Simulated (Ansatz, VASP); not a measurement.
## CuRu in VASP and in Ansatz

```xyz
2
Lattice="2.9790 0.0000 0.0000 0.0000 2.9790 0.0000 0.0000 0.0000 2.9790" Properties=species:S:1:pos:R:3 pbc="T T T"
Cu    0.0000    0.0000    0.0000
Ru    1.4895    1.4895    1.4895
```

Alike in both runs: task relaxation of cell and atoms; functional r2SCAN; k mesh 6 × 6 × 6; occupations gaussian, width 0.1 eV; no spin polarisation.

```csv
,VASP,Ansatz
version,VASP 6.6.1,Ansatz 0.2.0
potentials or method,"VASP PAW PBE potentials, release 64 (Cu, Ru_pv), cutoff 600 eV","scalar-relativistic, plane waves, PAW"
valence electrons in the cell,25,35
```

|  | VASP | Ansatz | Ansatz less VASP |
| --- | --- | --- | --- |
| gap on the k mesh at the Fermi level, each at its own relaxed structure (eV) | none | none | - |
| relaxed volume (Å³/atom) | 12.64 | 12.59 | -0.047 |
| relaxed cell length with the largest relative difference (Å) | 2.935 | 2.931 | -0.0036 |

VASP's potentials were made for PBE, not for r2SCAN. A gap of «none» marks a metal or a gap that the smearing closes. VASP's potentials hold 25 valence electrons a cell and Ansatz's 35, so a difference there can come from the potentials and not from the codes.
